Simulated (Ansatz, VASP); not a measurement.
# One calculation of SiW2, two programs

File INCAR:

```
PREC = Accurate
ENCUT = 520
EDIFF = 1E-7
ISMEAR = 0
SIGMA = 0.1
LREAL = F
LASPH = T
NELM = 60
ALGO = Fast
ISIF = 2
LWAVE = F
LCHARG = F
GGA = PE
NBANDS = 41
```

KPOINTS

```
Automatic mesh
0
Gamma
  6 4 4
```

File POSCAR:

```
SiW2
1.0
    3.1659238551      0.0000000000      0.0000000000
    0.0000000000      4.2409968102      0.0000000000
    0.0000000000      0.0000000000      6.7518984099
Si W
2 4
Direct
    0.5000000000      0.5000000000      0.2104190392
    0.0000000000      0.0000000000      0.7895809608
    0.0000000000      0.5000000000      0.5074808664
    0.5000000000      0.0000000000      0.4925191336
    0.5000000000      0.5000000000      0.8467677491
    0.0000000000      0.0000000000      0.1532322509
```

Input for Ansatz:

```yaml
crystal:
  lattice:
    - [3.1659238551, 0.0, 0.0]
    - [0.0, 4.2409968102, 0.0]
    - [0.0, 0.0, 6.7518984099]
  atoms:
    - { symbol: Si, position: [0.5, 0.5, 0.2104190392] }
    - { symbol: Si, position: [0.0, 0.0, 0.7895809608] }
    - { symbol: W, position: [0.0, 0.5, 0.5074808664] }
    - { symbol: W, position: [0.5, 0.0, 0.4925191336] }
    - { symbol: W, position: [0.5, 0.5, 0.8467677491] }
    - { symbol: W, position: [0.0, 0.0, 0.1532322509] }
basis:
  ecutwfc: 420
kpoints:
  mp_grid: { grid: [6, 4, 4] }
hamiltonian:
  xc: pbe
scf:
  occupations: { method: gaussian, width: 0.1 }
  lower_state_search: "off"
output:
  forces: true
  stress: true
  eigenvalues: true
```

Change from the starting cell: the structure that the rattled cell fell into.

Alike in both runs: task single point; functional PBE; k mesh 6 × 4 × 4; occupations gaussian, width 0.1 eV; no spin polarisation.

|  | VASP | Ansatz |
| --- | --- | --- |
| version | VASP 6.6.1 | Ansatz 0.2.0 |
| potentials or method | VASP PAW PBE potentials, release 64 (Si, W_sv), cutoff 520 eV | scalar-relativistic, plane waves, PAW |
| valence electrons in the cell | 64 | 64 |

```csv
,VASP,Ansatz,Ansatz less VASP
gap on the k mesh at the Fermi level (eV),none,none,-
pressure (GPa),0.2,-0.1,-0.34
"traceless stress, the component that is largest in VASP (GPa)",0.55,0.61,+0.062
rms of the force components (eV/Å),0.018,0.020,+0.0022
```

Atom by atom the forces differ by 0.006 eV/Å (rms over components). A gap of «none» marks a metal or a gap that the smearing closes.

The k mesh is coarse, so the values compare programs but aren't converged. Neither program's run includes spin-orbit coupling.
